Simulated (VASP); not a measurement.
# TiO2 (Pbcn) in VASP: a series of runs, part 2 of 2

VASP 6.6.1. Earlier steps stand in the parts before.

## Step 3: Single point, PBE

Input file INCAR:

```
SYSTEM = TiO2
PREC = Accurate ; ENCUT = 520
EDIFF = 1E-6 ; ISMEAR = -1
SIGMA = 0.05 ; LREAL = .FALSE.
LASPH = .TRUE. ; NELM = 80
ALGO = Normal ; ISIF = 2
LWAVE = .FALSE. ; LCHARG = .TRUE.
GGA = PE ; LELF = .TRUE.
LVHAR = .TRUE. ; NBANDS = 60
```

Input file KPOINTS:

```
Automatic mesh
0
G
  6 5 6
  0 0 0
```

Input file POSCAR:

```
TiO2
1.0
    4.5764354726      0.0000000000      0.0000000000
    0.0000000000      5.5677374797      0.0000000000
    0.0000000000      0.0000000000      4.9219080237
Ti O
4 8
Direct
    0.0000000000      0.1770463869      0.7500000000
    0.5000000000      0.3229536131      0.2500000000
    0.0000000000      0.8229536131      0.2500000000
    0.5000000000      0.6770463869      0.7500000000
    0.2712649728      0.3805478567      0.9189865531
    0.7712649728      0.1194521433      0.0810134469
    0.2287350272      0.1194521433      0.4189865531
    0.7287350272      0.3805478567      0.5810134469
    0.2712649728      0.6194521433      0.4189865531
    0.7712649728      0.8805478567      0.5810134469
    0.2287350272      0.8805478567      0.9189865531
    0.7287350272      0.6194521433      0.0810134469
```

Potentials or basis: VASP PAW PBE potentials, release 64 (Ti_sv, O).

Started as:

```sh
> cat potpaw_PBE.64/Ti_sv/POTCAR potpaw_PBE.64/O/POTCAR > POTCAR
> mpirun -np 1 vasp_std > vasp.out
```

OUTCAR:

```text
SYSTEM = TiO2
   PREC = Accurate
   ENCUT = 520
   EDIFF = 1E-6
   ISMEAR = -1
   LREAL = .FALSE.
   LASPH = .TRUE.
   NELM = 80
   ISIF = 2
   GGA = PE

 ion  position               nearest neighbor table
   1  0.000  0.177  0.750-   5 1.88   8 1.88   7 1.96   6 1.96  10 2.12  11 2.12
   2  0.500  0.323  0.250-   6 1.88   7 1.88   5 1.96   8 1.96   9 2.12  12 2.12
   3  0.000  0.823  0.250-   9 1.88  12 1.88  11 1.96  10 1.96   6 2.12   7 2.12
   4  0.500  0.677  0.750-  10 1.88  11 1.88   9 1.96  12 1.96   5 2.12   8 2.12
   5  0.271  0.381  0.919-   1 1.88   2 1.96   4 2.12
   6  0.771  0.119  0.081-   2 1.88   1 1.96   3 2.12
   7  0.229  0.119  0.419-   2 1.88   1 1.96   3 2.12
   8  0.729  0.381  0.581-   1 1.88   2 1.96   4 2.12
   9  0.271  0.619  0.419-   3 1.88   4 1.96   2 2.12
  10  0.771  0.881  0.581-   4 1.88   3 1.96   1 2.12
  11  0.229  0.881  0.919-   4 1.88   3 1.96   1 2.12
  12  0.729  0.619  0.081-   3 1.88   4 1.96   2 2.12

  LATTYP: Found a simple orthorhombic cell.
 ALAT       =     4.5764354726
 B/A-ratio  =     1.0754894400
 C/A-ratio  =     1.2166100698

  Lattice vectors:
[... 207 lines left out ...]

 k-point     1 :       0.0000    0.0000    0.0000
  band No.  band energies     occupation
      1     -52.0216      2.00000
      2     -52.0010      2.00000
      3     -51.9964      2.00000
      4     -51.9902      2.00000
      5     -28.4337      2.00000
      6     -28.3694      2.00000
[... 1501 lines left out ...]
     59       8.4812      0.00000
     60       8.4812      0.00000

 [... further k-points ...]
[... 5 lines left out ...]
  --------------------------------------------------------------------------------------
  -------------------------------------------------------------------------------------
  Total        0.8837620      0.7872126      0.9176524      0.0000000      0.0000000     -0.0000000
  in kB       11.2903218     10.0568748     11.7232811      0.0000000      0.0000000     -0.0000000
  external PRESSURE =      11.0234926 kB  Pullay stress =       0.0000000 kB

 VOLUME and BASIS-vectors are now :
 -----------------------------------------------------------------------------
  energy-cutoff  :      520.00
  volume of cell :      125.41
      direct lattice vectors                 reciprocal lattice vectors
     4.576435473  0.000000000  0.000000000     0.218510674  0.000000000  0.000000000
     0.000000000  5.567737480  0.000000000     0.000000000  0.179606169  0.000000000
     0.000000000  0.000000000  4.921908024     0.000000000  0.000000000  0.203173240

 POSITION                                       TOTAL-FORCE (eV/Angst)
 -----------------------------------------------------------------------------------
      0.00000      0.98575      3.69143        -0.000000     -0.031943      0.000000
      2.28822      1.79812      1.23048        -0.000000      0.031943      0.000000
      0.00000      4.58199      1.23048        -0.000000      0.031943      0.000000
      2.28822      3.76962      3.69143        -0.000000     -0.031943     -0.000000
      1.24143      2.11879      4.52317         0.006635      0.031273     -0.001817
      3.52964      0.66508      0.39874         0.006635     -0.031273      0.001817
      1.04679      0.66508      2.06221        -0.006635     -0.031273     -0.001817
      3.33501      2.11879      2.85969        -0.006635      0.031273      0.001817
      1.24143      3.44895      2.06221         0.006635     -0.031273     -0.001817
      3.52964      4.90266      2.85969         0.006635      0.031273      0.001817
      1.04679      4.90266      4.52317        -0.006635      0.031273     -0.001817
      3.33501      3.44895      0.39874        -0.006635     -0.031273      0.001817
 -----------------------------------------------------------------------------------
    total drift:                                0.000000      0.000000      0.000000

  FREE ENERGIE OF THE ION-ELECTRON SYSTEM (eV)
  ---------------------------------------------------
  free  energy   TOTEN  =      -107.4067491389 eV

  energy  without entropy=     -107.4067491389  energy(sigma->0) =     -107.40674914
```

OSZICAR:

```text
N       E                     dE             d eps       ncg     rms          rms(c)
DAV:   1     0.152752925370E+04    0.15275E+04   -0.47666E+04  5760   0.192E+03
DAV:   2     0.180442171421E+03   -0.13471E+04   -0.12757E+04  5864   0.598E+02
DAV:   3    -0.119199511452E+03   -0.29964E+03   -0.28971E+03  7328   0.243E+02
DAV:   4    -0.141142687057E+03   -0.21943E+02   -0.21885E+02  8448   0.720E+01
DAV:   5    -0.142385177985E+03   -0.12425E+01   -0.12419E+01  8852   0.140E+01    0.441E+01
DAV:   6    -0.108593918991E+03    0.33791E+02   -0.21066E+02  7984   0.981E+01    0.176E+01
DAV:   7    -0.107928479507E+03    0.66544E+00   -0.35180E+01  7808   0.343E+01    0.112E+01
DAV:   8    -0.107748164456E+03    0.18032E+00   -0.79793E+00  7424   0.196E+01    0.597E+00
DAV:   9    -0.107388654069E+03    0.35951E+00   -0.23968E+00  7656   0.101E+01    0.142E+00
DAV:  10    -0.107414622002E+03   -0.25968E-01   -0.18501E-01  6752   0.240E+00    0.657E-01
DAV:  11    -0.107406602404E+03    0.80196E-02   -0.34027E-02  7340   0.961E-01    0.115E-01
DAV:  12    -0.107406939752E+03   -0.33735E-03   -0.19440E-03  6740   0.285E-01    0.136E-01
DAV:  13    -0.107406746737E+03    0.19302E-03   -0.75952E-04  7600   0.160E-01    0.247E-02
DAV:  14    -0.107406749159E+03   -0.24221E-05   -0.74331E-05  8628   0.563E-02    0.191E-02
DAV:  15    -0.107406749599E+03   -0.44035E-06   -0.29355E-05  7472   0.407E-02    0.631E-03
DAV:  16    -0.107406749139E+03    0.46040E-06   -0.18207E-06  4196   0.109E-02
   1 F= -.10740675E+03 E0= -.10740675E+03  d E =-.332293E-11
```

Wall time 4 min (1 thread of AMD EPYC 9R45 (Zen 5), shared host); peak memory 0.36 GiB.

What came out:

```yaml
Free_energy: -107.4067 eV
Pressure: 1.1 GPa
Largest_force: 0.032 eV/Å
Band_gap_on_the_k_mesh: 2.60 eV (least direct gap 2.64 eV)
```

Forces on the atoms (eV/Å):
```
Ti   0.000 -0.032  0.000
Ti   0.000  0.032  0.000
Ti   0.000  0.032  0.000
Ti   0.000 -0.032  0.000
O    0.007  0.031 -0.002
O    0.007 -0.031  0.002
O   -0.007 -0.031 -0.002
O   -0.007  0.031  0.002
O    0.007 -0.031 -0.002
O    0.007  0.031  0.002
O   -0.007  0.031 -0.002
O   -0.007 -0.031  0.002
```

Levels at points of the mesh, in eV from the valence-band top:
| k point | band 44 | band 45 | band 46 | band 47 | band 48 | band 49 | band 50 | band 51 | band 52 | band 53 |
| --- | --- | --- | --- | --- | --- | --- | --- | --- | --- | --- |
| (0.00, 0.00, 0.00) | -0.60 | -0.50 | -0.42 | -0.01 | 0.00 | 2.64 | 2.66 | 2.78 | 2.82 | 2.90 |
| (0.50, 0.00, 0.00) | -1.21 | -0.51 | -0.51 | -0.24 | -0.24 | 3.09 | 3.09 | 3.22 | 3.22 | 3.54 |
| (0.00, 0.00, 0.50) | -1.06 | -0.39 | -0.39 | -0.29 | -0.29 | 2.60 | 2.60 | 3.02 | 3.02 | 3.58 |
| (0.50, 0.00, 0.50) | -1.23 | -0.50 | -0.50 | -0.50 | -0.50 | 2.96 | 2.96 | 2.96 | 2.96 | 3.52 |

Caveat: an odd mesh through Γ misses points on the zone boundary, where band edges can lie.
